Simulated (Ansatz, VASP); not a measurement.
## Two plane-wave programs on Si4Ni11

```
Si Ni
1.0
    -3.44704    3.41042    3.44840
     3.44746   -3.41102    3.44942
     3.44693    3.41090   -3.44900
Si Ni
4 11
Direct
  0.00046 0.49980 0.49968
  0.50185 0.00109 0.49950
  0.50237 0.50311 0.00155
  0.00040 0.00069 0.00103
  0.49290 0.24766 0.23895
  0.00820 0.75397 0.26061
  0.00922 0.24792 0.75546
  0.49410 0.75385 0.74650
  0.75080 0.50011 0.74999
  0.25146 0.50177 0.25097
  0.75124 0.00123 0.25101
  0.76153 0.75386 0.50818
  0.25522 0.24776 0.50740
  0.24629 0.75349 0.99264
  0.74082 0.24776 0.99314
```

Alike in both runs: functional PBEsol; k mesh 3 × 3 × 3; occupations gaussian, width 0.1 eV; no spin polarisation.

Ansatz relaxed the structure, and its values are those at the end. VASP's run is a single point on that final structure, the one shown.

|  | VASP | Ansatz |
| --- | --- | --- |
| version | VASP 6.6.1 | Ansatz 0.2.0 |
| potentials or method | VASP PAW PBE potentials, release 64 (Si, Ni), cutoff 520 eV | scalar-relativistic, plane waves, PAW |
| valence electrons in the cell | 126 | 214 |

|  | VASP | Ansatz | Ansatz less VASP |
| --- | --- | --- | --- |
| gap on the k mesh at the Fermi level (eV) | none | none | - |
| pressure (GPa) | 0.2 | 0.0 | -0.15 |
| rms of the force components (eV/Å) | 0.013 | 0.012 | -0.0010 |

VASP's potentials were made for PBE, not for PBEsol. A gap of «none» marks a metal or a gap that the smearing closes. VASP's potentials hold 126 valence electrons a cell and Ansatz's 214, so a difference there can come from the potentials and not from the codes.

The k mesh is coarse, so the values compare programs but aren't converged.
